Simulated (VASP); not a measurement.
A run of VASP 6.6.1 is set up as follows.

Contents of INCAR:

```
SYSTEM = CuSi16
  ALGO = Normal
  EDIFF = 1E-7
  ENCUT = 520
  ISIF = 2
  ISMEAR = -1
  ISPIN = 2
  LASPH = .True.
  LCHARG = .False.
  LMAXMIX = 4
  LORBIT = 11
  LREAL = Auto
  LWAVE = .False.
  MAGMOM = 0 0 0 0 0 0 0 0 0 0 0 0 0 0 0 0 1
  NBANDS = 56
  NELM = 150
  PREC = Accurate
  SIGMA = 0.02
```

The input KPOINTS:

```
k-points
0
Gamma
  2 2 2
  0 0 0
```

File POSCAR:

```
CuSi16
1.0
    0.0000000000      5.4300000000      5.4300000000
    5.4300000000      0.0000000000      5.4300000000
    5.4300000000      5.4300000000      0.0000000000
Si Cu
16 1
Direct
    0.0124416724      0.0124302007      0.0131182692
    0.1364104112      0.1364018810      0.1370093641
    0.0023074618      0.0022970073      0.5105679562
    0.1223155515      0.1223071881      0.6427598315
    0.0023207871      0.5099618747      0.0028775566
    0.1222684847      0.6421022888      0.1229921690
   -0.0119535127      0.5093297354      0.5101341032
    0.1207273935      0.6292023298      0.6297856054
    0.5099708382      0.0023109591      0.0028783163
    0.6421129714      0.1222594567      0.1229907766
    0.5093382308     -0.0119638036      0.5101363807
    0.6292121648      0.1207189358      0.6297851313
    0.5094255183      0.5094190839     -0.0112674013
    0.6292289067      0.6292185576      0.1213281488
    0.4944050508      0.4943970080      0.4950123273
    0.6183874997      0.6183759892      0.6191066093
    0.3184372098      0.3184266675      0.3187042658
```

Potentials or basis: VASP PAW LDA potentials, release 64 (Si, Cu).

Command:

```sh
$ cat potpaw_LDA.64/Si/POTCAR potpaw_LDA.64/Cu/POTCAR > POTCAR
$ mpirun -np 1 vasp_std > vasp.out
```

Problem. Predict the pressure.

Solution. 0.7 GPa.

Problem. What does it give for the net moment?

Solution. 0.00 μB per cell.

Problem. Predict the largest force.

Solution. 0.032 eV/Å.

Forces on the atoms (eV/Å):
```
Si   0.017  0.017  0.018
Si  -0.006 -0.006 -0.007
Si  -0.010 -0.010  0.011
Si   0.004  0.004 -0.023
Si  -0.011  0.010 -0.011
Si   0.005 -0.026  0.005
Si   0.019 -0.003  0.001
Si   0.002  0.005  0.004
Si   0.010 -0.011 -0.011
Si  -0.026  0.005  0.005
Si  -0.003  0.019  0.001
Si   0.005  0.002  0.004
Si  -0.003 -0.003  0.025
Si   0.006  0.006  0.000
Si   0.007  0.007  0.010
Si  -0.019 -0.019 -0.017
Cu   0.003  0.003 -0.015
```

Caveat: the k points lie up to 0.50 Å⁻¹ apart.
